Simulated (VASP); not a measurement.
# MnS (Pm-3m) in VASP: further runs

MnS is run at these levels: r2SCAN+U; tasks: single point.

All numbers are computed with VASP 6.6.1; they aren't measurements. Logs are shortened: lines on timing, memory, paths and dates and some standing lists are left out, and cuts for length are marked.

### 1 The cell of the first run

It takes space group Pm-3m (No. 221, cubic). Conventional cell: a = 3.099 Å, b = 3.099 Å, c = 3.099 Å, α = 90.00°, β = 90.00°, γ = 90.00°. Mn (site symmetry m-3m) has 8 S at 2.68 Å and 6 Mn at 3.10 Å within 3.5 Å. S (site symmetry m-3m) has 8 Mn at 2.68 Å and 6 S at 3.10 Å within 3.5 Å.

### 2 Single point, r2SCAN+U, collinear spin, ferromagnetic start

POSCAR

```
MnS
1.0
    3.0990400000      0.0000000000      0.0000000000
    0.0000000000      3.0990400000      0.0000000000
    0.0000000000      0.0000000000      3.0990400000
Mn S
1 1
Direct
    0.5000000000      0.5000000000      0.5000000000
    0.0000000000      0.0000000000      0.0000000000
```

INCAR.step1

```
SYSTEM = MnS
PREC = Accurate ; ENCUT = 520
ISMEAR = -1 ; SIGMA = 0.15
LREAL = .False. ; LASPH = .True.
NELM = 150 ; ISPIN = 2
MAGMOM = 2.8 0 ; LMAXMIX = 4
LDAU = .True. ; LDAUTYPE = 2
LDAUL = 2 -1 ; LDAUU = 2 0
LDAUJ = 0 0 ; NBANDS = 20
GGA = PE ; ALGO = Normal
EDIFF = 1E-4 ; LWAVE = .True.
LCHARG = .False.
```

INCAR.step2

```
SYSTEM = MnS
PREC = Accurate ; ENCUT = 520
EDIFF = 1E-6 ; ISMEAR = -1
SIGMA = 0.15 ; LREAL = .False.
LASPH = .True. ; NELM = 150
ALGO = Normal ; ISIF = 2
LWAVE = .False. ; LCHARG = .False.
ISPIN = 2 ; MAGMOM = 2.8 0
LORBIT = 11 ; LMAXMIX = 4
LDAU = .True. ; LDAUTYPE = 2
LDAUL = 2 -1 ; LDAUU = 2 0
LDAUJ = 0 0 ; LDAUPRINT = 1
METAGGA = R2SCAN ; LMIXTAU = .True.
NBANDS = 20 ; ISTART = 1
```

KPOINTS

```
regular mesh
0
Gamma
  7 7 7
  0 0 0
```

Potentials or basis: VASP PAW PBE potentials, release 64 (Mn_pv, S).

Launch:

```sh
cat potpaw_PBE.64/Mn_pv/POTCAR potpaw_PBE.64/S/POTCAR > POTCAR
cp INCAR.step1 INCAR
mpirun -np 1 vasp_std > vasp.out
cp INCAR.step2 INCAR
mpirun -np 1 vasp_std > vasp.out
```

OUTCAR:

```text
SYSTEM = MnS
   PREC = Accurate
   ENCUT = 520
   EDIFF = 1E-6
   ISMEAR = -1
   LREAL = .False.
   LASPH = .True.
   NELM = 150
   ISIF = 2
   ISPIN = 2
   LORBIT = 11
   METAGGA = R2SCAN
   ISTART = 1

 ion  position               nearest neighbor table
   1  0.500  0.500  0.500-   2 2.68   2 2.68   2 2.68   2 2.68   2 2.68   2 2.68   2 2.68   2 2.68

   2  0.000  0.000  0.000-   1 2.68   1 2.68   1 2.68   1 2.68   1 2.68   1 2.68   1 2.68   1 2.68

  LATTYP: Found a simple cubic cell.
 ALAT       =     3.0990400000

  Lattice vectors:

 A1 = (   3.0990400000,   0.0000000000,   0.0000000000)
 A2 = (   0.0000000000,   3.0990400000,   0.0000000000)
 A3 = (   0.0000000000,   0.0000000000,   3.0990400000)

Analysis of symmetry for initial positions (statically):
=====================================================================
 Subroutine PRICEL returns:
 Original cell was already a primitive cell.

 Routine SETGRP: Setting up the symmetry group for a
 simple cubic supercell.

 Subroutine GETGRP returns: Found 48 space group operations
 (whereof 48 operations were pure point group operations)
 out of a pool of 48 trial point group operations.

The static configuration has the point symmetry O_h .

Analysis of symmetry for dynamics (positions and initial velocities):
=====================================================================
 Subroutine PRICEL returns:
 Original cell was already a primitive cell.

 Routine SETGRP: Setting up the symmetry group for a
 simple cubic supercell.

 Subroutine GETGRP returns: Found 48 space group operations
 (whereof 48 operations were pure point group operations)
 out of a pool of 48 trial point group operations.

The dynamic configuration has the point symmetry O_h .

Analysis of structural, dynamic, and magnetic symmetry:
=====================================================================
 Subroutine PRICEL returns:
 Original cell was already a primitive cell.

 Routine SETGRP: Setting up the symmetry group for a
 simple cubic supercell.

 Subroutine GETGRP returns: Found 48 space group operations
 (whereof 48 operations were pure point group operations)
 out of a pool of 48 trial point group operations.

The overall configuration has the point symmetry O_h .

 Subroutine INISYM returns: Found 48 space group operations
 (whereof 48 operations are pure point group operations),
 and found     1 'primitive' translations

----------------------------------------------------------------------------------------

                                     Primitive cell

  volume of cell :      29.7633

  direct lattice vectors                    reciprocal lattice vectors
     3.099040000  0.000000000  0.000000000     0.322680572  0.000000000  0.000000000
     0.000000000  3.099040000  0.000000000     0.000000000  0.322680572  0.000000000
     0.000000000  0.000000000  3.099040000     0.000000000  0.000000000  0.322680572

  length of vectors
     3.099040000  3.099040000  3.099040000     0.322680572  0.322680572  0.322680572

  position of ions in fractional coordinates (direct lattice)
     0.500000000  0.500000000  0.500000000
     0.000000000  0.000000000  0.000000000

  ion indices of the primitive-cell ions
   primitive index   ion index
                 1           1
                 2           2

----------------------------------------------------------------------------------------

 KPOINTS: regular mesh

Automatic generation of k-mesh.
 Grid dimensions read from file:
 generate k-points for:    7    7    7

[... 66 lines left out ...]
   POTIM  = 0.5000    time-step for ionic-motion
   TEBEG  =    0.0;   TEEND  =   0.0 temperature during run
   PSTRESS=    0.0 pullay stress
   NELECT =      19.0000    total number of electrons
   NUPDOWN=      -1.0000    fix difference up-down
   EMIN   =  10.00;   EMAX   =-10.00  energy-range for DOS
   EFERMI =   0.00;   METHOD = LEGACY
   ISMEAR =    -1;   SIGMA  =   0.15  broadening in eV -4-tet -1-fermi 0-gaus
   EFERMI_NEDOS =   21; number of points for ismear=-14 and -15
   IALGO  =     38    algorithm
   IMIX   =      4    mixing-type and parameters
     AMIX     =   0.40;   BMIX     =  1.00
     AMIX_MAG =   1.60;   BMIX_MAG =  1.00
  volume/ion in A,a.u.               =      14.88       100.43
  Fermi-wavevector in a.u.,A,eV,Ry     =   1.409610  2.663776 27.034766  1.986999
  Thomas-Fermi vector in A             =   2.531648
   LORBIT       =     11    0 simple, 1 ext, 2 COOP (PROOUT), +10 PAW based schemes
 LDA+U is selected, type is set to LDAUTYPE =  2
   angular momentum for each species LDAUL =     2   -1
   U (eV)           for each species LDAUU =   2.0  0.0
   J (eV)           for each species LDAUJ =   0.0  0.0
   METAGGA = R2SCAN    functional components
   LHFCALC =     F    Hartree Fock is set to
   AEXX    =    0.0000 exact exchange contribution
   IVDW    =     0    specifies the selected vdW correction
   LEPSILON=     F    determine dielectric tensor
   LRPA    =     F    only Hartree local field effects (RPA)
 spin polarized calculation
  energy-cutoff  :      520.00
  volume of cell :       29.76
 maximum number of plane-waves:       812
 NGX is ok and might be reduce to    24
   NGX = 11   NGY = 11   NGZ = 11

atom =   1  type =  1  l = 2

 onsite density matrix

spin component  1

  0.9447 -0.0000  0.0000 -0.0000 -0.0000
 -0.0000  0.9447 -0.0000  0.0000 -0.0000
  0.0000 -0.0000  0.9223 -0.0000  0.0000
 -0.0000  0.0000 -0.0000  0.9447  0.0000
 -0.0000 -0.0000  0.0000  0.0000  0.9223

spin component  2

  0.0707  0.0000 -0.0000  0.0000  0.0000
  0.0000  0.0707  0.0000  0.0000 -0.0000
 -0.0000  0.0000  0.0319  0.0000 -0.0000
  0.0000  0.0000  0.0000  0.0707  0.0000
  0.0000 -0.0000 -0.0000  0.0000  0.0319

 occupancies and eigenvectors

  o =  0.0319  v =  0.0000  0.0000  0.0000  0.0000  0.0000  0.0000  0.0000  0.0547 -0.0000  0.9985      0.0000  0.0000  0.0000  0.0000  0.0000  0.0000  0.0000  0.0000  0.0000  0.0000
  o =  0.0319  v =  0.0000  0.0000  0.0000  0.0000  0.0000  0.0000 -0.0000  0.9985 -0.0000 -0.0547      0.0000  0.0000  0.0000  0.0000  0.0000  0.0000  0.0000  0.0000  0.0000  0.0000
  o =  0.0707  v =  0.0000  0.0000  0.0000  0.0000  0.0000  0.0175  0.0619 -0.0000 -0.9979 -0.0000      0.0000  0.0000  0.0000  0.0000  0.0000  0.0000  0.0000  0.0000  0.0000  0.0000
  o =  0.0707  v =  0.0000  0.0000  0.0000  0.0000  0.0000 -0.0092  0.9980 -0.0000  0.0618 -0.0000      0.0000  0.0000  0.0000  0.0000  0.0000  0.0000  0.0000  0.0000  0.0000  0.0000
  o =  0.0707  v =  0.0000  0.0000  0.0000  0.0000  0.0000  0.9998  0.0081 -0.0000  0.0180  0.0000      0.0000  0.0000  0.0000  0.0000  0.0000  0.0000  0.0000  0.0000  0.0000  0.0000
  o =  0.9223  v =  0.0000 -0.0000 -0.9990 -0.0000  0.0451  0.0000  0.0000  0.0000  0.0000  0.0000      0.0000  0.0000  0.0000  0.0000  0.0000  0.0000  0.0000  0.0000  0.0000  0.0000
  o =  0.9223  v =  0.0000 -0.0000 -0.0451  0.0000 -0.9990  0.0000  0.0000  0.0000  0.0000  0.0000      0.0000  0.0000  0.0000  0.0000  0.0000  0.0000  0.0000  0.0000  0.0000  0.0000
  o =  0.9447  v =  1.0000  0.0000  0.0000  0.0000  0.0000  0.0000  0.0000  0.0000  0.0000  0.0000      0.0000  0.0000  0.0000  0.0000  0.0000  0.0000  0.0000  0.0000  0.0000  0.0000
  o =  0.9447  v =  0.0000 -0.9998  0.0000 -0.0218  0.0000  0.0000  0.0000  0.0000  0.0000  0.0000      0.0000  0.0000  0.0000  0.0000  0.0000  0.0000  0.0000  0.0000  0.0000  0.0000
  o =  0.9447  v =  0.0000 -0.0218 -0.0000  0.9998  0.0000  0.0000  0.0000  0.0000  0.0000  0.0000      0.0000  0.0000  0.0000  0.0000  0.0000  0.0000  0.0000  0.0000  0.0000  0.0000

 number of electron      18.9999977 magnetization       4.8094103

 Free energy of the ion-electron system (eV)
  ---------------------------------------------------
  ext. energy  EPLUGINS =         0.00000000
  ---------------------------------------------------
  free energy    TOTEN  =       -22.96218109 eV

  energy without entropy =      -22.92282663  energy(sigma->0) =      -22.94250386

 E-fermi :   8.9108     XC(G=0): -12.2560

 val. band max:        8.9105402996   @ k =   0.0000   0.0000   0.0000
 cond. band min:       8.9396946652   @ k =   0.4286   0.1429   0.0000
 fundamental gap:      0.0291543656
 Fermi energy:         8.9108333247

 spin component 1

 k-point     1 :       0.0000    0.0000    0.0000
  band No.  band energies     occupation
      1     -44.6781      1.00000
      2     -44.6781      1.00000
      3     -44.6781      1.00000
      4      -7.4421      1.00000
      5       2.9899      1.00000
      6       2.9899      1.00000
[... 436 lines left out ...]
      6       1.4078      1.00000
[... 12 lines left out ...]
     19      28.8986      0.00000
     20      31.5714      0.00000
 Fermi energy:         8.9108333247

 spin component 2

 k-point     1 :       0.0000    0.0000    0.0000
  band No.  band energies     occupation
      1     -38.4796      1.00000
      2     -38.4796      1.00000
      3     -38.4796      1.00000
      4      -7.1951      1.00000
      5       7.1101      0.99999
      6       7.1101      0.99999
[... 449 lines left out ...]
     19      30.2310      0.00000
     20      32.7945      0.00000

------------------------ aborting loop because EDIFF is reached ----------------------------------------

  FORCE on cell =-STRESS in cart. coord.  units (eV):
  Direction    XX          YY          ZZ          XY          YZ          ZX
  --------------------------------------------------------------------------------------
  -------------------------------------------------------------------------------------
  Total        2.9273528      2.9273528      2.9273528     -0.0000000     -0.0000000     -0.0000000
  in kB      157.5810896    157.5810896    157.5810896     -0.0000000     -0.0000000     -0.0000000
  external PRESSURE =     157.5810896 kB  Pullay stress =       0.0000000 kB

 VOLUME and BASIS-vectors are now :
 -----------------------------------------------------------------------------
  energy-cutoff  :      520.00
  volume of cell :       29.76
      direct lattice vectors                 reciprocal lattice vectors
     3.099040000  0.000000000  0.000000000     0.322680572  0.000000000  0.000000000
     0.000000000  3.099040000  0.000000000     0.000000000  0.322680572  0.000000000
     0.000000000  0.000000000  3.099040000     0.000000000  0.000000000  0.322680572

 POSITION                                       TOTAL-FORCE (eV/Angst)
 -----------------------------------------------------------------------------------
      1.54952      1.54952      1.54952         0.000000      0.000000      0.000000
      0.00000      0.00000      0.00000         0.000000      0.000000      0.000000
 -----------------------------------------------------------------------------------
    total drift:                                0.000000      0.000000     -0.000000

  FREE ENERGIE OF THE ION-ELECTRON SYSTEM (eV)
  ---------------------------------------------------
  free  energy   TOTEN  =       -22.9621810851 eV

  energy  without entropy=      -22.9228266252  energy(sigma->0) =      -22.94250386

 total charge

# of ion       s       p       d       tot
------------------------------------------
    1        0.219   6.167   4.936  11.322
    2        1.342   2.475   0.000   3.817
--------------------------------------------------
tot          1.560   8.643   4.936  15.139

 magnetization (x)

# of ion       s       p       d       tot
------------------------------------------
    1        0.021   0.037   4.394   4.452
    2        0.033   0.084   0.000   0.117
--------------------------------------------------
tot          0.054   0.121   4.394   4.569
```

Wall time 69 s (1 thread of AMD EPYC 7R13 (Zen 3), shared host); peak memory 0.13 GiB.

Results:

| Quantity | Value |
| --- | --- |
| Free energy | -22.9622 eV |
| Pressure | 15.8 GPa |
| Net moment | 4.81 μB per cell |
| Site moments | Mn +4.45; S +0.12 μB |
| Valence electrons inside the program's atomic spheres | Mn 11.32; S 3.82 |

Eigenvalues of the final occupation matrices:
| site | spin | trace | eigenvalues |
| --- | --- | --- | --- |
| site 1 d | 1 | 4.68 | 0.92 0.92 0.94 0.94 0.94 |
| site 1 d | 2 | 0.28 | 0.03 0.03 0.07 0.07 0.07 |

Caveat: the cell stands under pressure; the PAW data sets were made with another functional, which shifts forces and pressure a little; a cell with one magnetic atom can't hold antiferromagnetic order, which such compounds often take. The state reached can hang on the start; a lower one may exist.

### 3 Single point, r2SCAN+U, collinear spin, ferromagnetic start

POSCAR is that of step 2.

INCAR.step1

```
PREC     = Accurate       # precision mode
ENCUT    = 520            # plane-wave cutoff, eV
ISMEAR   = -1             # smearing method
SIGMA    = 0.15           # smearing width, eV
LREAL    = False          # projectors in reciprocal space
LASPH    = True           # aspherical terms in the spheres
NELM     = 150            # most SCF steps
ISPIN    = 2              # spin polarisation
MAGMOM   = 2.8 0          # initial moments
LMAXMIX  = 4              # l up to which the mixer works
LDAU     = True           # DFT+U
LDAUTYPE = 2            
LDAUL    = 2 -1           # shell
LDAUU    = 4 0            # U, eV
LDAUJ    = 0 0          
NBANDS   = 20             # bands
GGA      = PE             # functional
ALGO     = Normal         # electronic algorithm
EDIFF    = 1E-4           # SCF threshold, eV
LWAVE    = True           # write WAVECAR
LCHARG   = False          # write CHGCAR
```

INCAR.step2

```
PREC     = Accurate       # precision mode
ENCUT    = 520            # plane-wave cutoff, eV
EDIFF    = 1E-7           # SCF threshold, eV
ISMEAR   = -1             # smearing method
SIGMA    = 0.15           # smearing width, eV
LREAL    = False          # projectors in reciprocal space
LASPH    = True           # aspherical terms in the spheres
NELM     = 150            # most SCF steps
ALGO     = Normal         # electronic algorithm
ISIF     = 2              # what is computed and relaxed
LWAVE    = False          # write WAVECAR
LCHARG   = True           # write CHGCAR
ISPIN    = 2              # spin polarisation
MAGMOM   = 2.8 0          # initial moments
LORBIT   = 11             # projections on sites
LMAXMIX  = 4              # l up to which the mixer works
LDAU     = True           # DFT+U
LDAUTYPE = 2            
LDAUL    = 2 -1           # shell
LDAUU    = 4 0            # U, eV
LDAUJ    = 0 0          
LDAUPRINT= 1            
METAGGA  = R2SCAN         # meta-GGA
LMIXTAU  = True         
LELF     = True           # ELF
LVHAR    = True         
NBANDS   = 20             # bands
ISTART   = 1
```

KPOINTS

```
Automatic mesh
0
Gamma
  7 7 7
```

Potentials or basis: VASP PAW PBE potentials, release 64 (Mn_pv, S).

Launch:

```sh
cat potpaw_PBE.64/Mn_pv/POTCAR potpaw_PBE.64/S/POTCAR > POTCAR
cp INCAR.step1 INCAR
mpirun -np 1 vasp_std > vasp.out
cp INCAR.step2 INCAR
mpirun -np 1 vasp_std > vasp.out
```

It took 79 s on 1 thread of AMD EPYC 7R13 (Zen 3), shared host; peak memory 0.13 GiB.

It converged, with:

```yaml
Free_energy: -22.4556 eV
Pressure: 19.3 GPa
Net_moment: 4.89 μB per cell
Site_moments: Mn +4.57; S +0.10 μB
Valence_electrons_inside_the_program's_atomic_spheres: Mn 11.31; S 3.84
```

Levels at points of the mesh, in eV from the Fermi level:
Spin up:
```csv
k point,band 10,band 11,band 12,band 13,band 14,band 15
"(0.00, 0.00, 0.00)",-2.09,-2.09,-2.09,1.68,6.27,6.27
```
Spin down:
```csv
k point,band 5,band 6,band 7,band 8,band 9,band 10
"(0.00, 0.00, 0.00)",-1.82,-1.82,-1.82,0.53,0.53,3.46
```

Eigenvalues of the final occupation matrices:
| site | spin | trace | eigenvalues |
| --- | --- | --- | --- |
| site 1 d | 1 | 4.73 | 0.93 0.93 0.95 0.95 0.95 |
| site 1 d | 2 | 0.21 | 0.02 0.02 0.06 0.06 0.06 |

Caveat: the cell stands under pressure; the PAW data sets were made with another functional, which shifts forces and pressure a little; a cell with one magnetic atom can't hold antiferromagnetic order, which such compounds often take.

### 4 Single point, r2SCAN+U, collinear spin, ferromagnetic start

POSCAR is that of step 3.

INCAR.step1

```
SYSTEM = MnS
ALGO = Normal
EDIFF = 1E-4
ENCUT = 520
GGA = PE
ISMEAR = -1
ISPIN = 2
LASPH = .True.
LCHARG = .False.
LDAU = .True.
LDAUJ = 0 0
LDAUL = 2 -1
LDAUTYPE = 2
LDAUU = 6 0
LMAXMIX = 4
LREAL = .False.
LWAVE = .True.
MAGMOM = 2.8 0
NBANDS = 20
NELM = 150
PREC = Accurate
SIGMA = 0.15
```

INCAR.step2

```
SYSTEM = MnS
ALGO = Normal
EDIFF = 1E-6
ENCUT = 520
ISIF = 2
ISMEAR = -1
ISPIN = 2
ISTART = 1
LASPH = .True.
LCHARG = .False.
LDAU = .True.
LDAUJ = 0 0
LDAUL = 2 -1
LDAUPRINT = 1
LDAUTYPE = 2
LDAUU = 6 0
LMAXMIX = 4
LMIXTAU = .True.
LORBIT = 11
LREAL = .False.
LWAVE = .False.
MAGMOM = 2.8 0
METAGGA = R2SCAN
NBANDS = 20
NELM = 150
PREC = Accurate
SIGMA = 0.15
```

KPOINTS

```
k-points
0
Gamma
  7 7 7
  0 0 0
```

Launch:

```sh
cat potpaw_PBE.64/Mn_pv/POTCAR potpaw_PBE.64/S/POTCAR > POTCAR
cp INCAR.step1 INCAR
mpirun -np 1 vasp_std > vasp.out
cp INCAR.step2 INCAR
mpirun -np 1 vasp_std > vasp.out
```

Wall time 62 s (1 thread of AMD EPYC 7R13 (Zen 3), shared host); peak memory 0.13 GiB.

Results (log left out):

```yaml
Free_energy: -22.0331 eV
Pressure: 22.0 GPa
Net_moment: 4.94 μB per cell
Site_moments: Mn +4.65; S +0.08 μB
Valence_electrons_inside_the_program's_atomic_spheres: Mn 11.30; S 3.86
```

Levels at points of the mesh, in eV from the Fermi level:
Spin up:
```csv
k point,band 8,band 9,band 10,band 11,band 12,band 13,band 14,band 15,band 16,band 17
"(0.00, 0.00, 0.00)",-6.80,-6.80,-2.09,-2.09,-2.09,1.63,6.05,6.05,15.42,15.42
```
Spin down:
```
           k point  band 4  band 5  band 6  band 7  band 8  band 9  band 10  band 11
(0.00, 0.00, 0.00)  -16.15   -1.85   -1.85   -1.85    1.04    1.04     3.64     4.29
```

Eigenvalues of the final occupation matrices:
| site | spin | trace | eigenvalues |
| --- | --- | --- | --- |
| site 1 d | 1 | 4.77 | 0.94 0.94 0.96 0.96 0.96 |
| site 1 d | 2 | 0.17 | 0.01 0.01 0.05 0.05 0.05 |

Caveat: the cell stands under pressure; the PAW data sets were made with another functional, which shifts forces and pressure a little; a cell with one magnetic atom can't hold antiferromagnetic order, which such compounds often take. The state reached can hang on the start; a lower one may exist.

### 5 Summary

```csv
U,gap on the mesh (eV),pressure (GPa),moment (μB)
Mn d U = 2.0 eV,none,15.8,4.81
Mn d U = 4.0 eV,none,19.3,4.89
Mn d U = 6.0 eV,none,22.0,4.94
```

Alike in all rows: task single point; level r2SCAN+U; potentials or basis VASP PAW PBE potentials, release 64 (Mn_pv, S); spin collinear, ferromagnetic start; cell as given; k mesh 7 × 7 × 7; cutoff (eV) 520; smearing fermi-dirac 0.15 eV.

Caveats: the cell stands under pressure; the PAW data sets were made with another functional, which shifts forces and pressure a little; a cell with one magnetic atom can't hold antiferromagnetic order, which such compounds often take.

Absolute energies hang on the potentials; compare differences alone.

The gap in the log of VASP goes by the Fermi energy; the results here count the filled bands.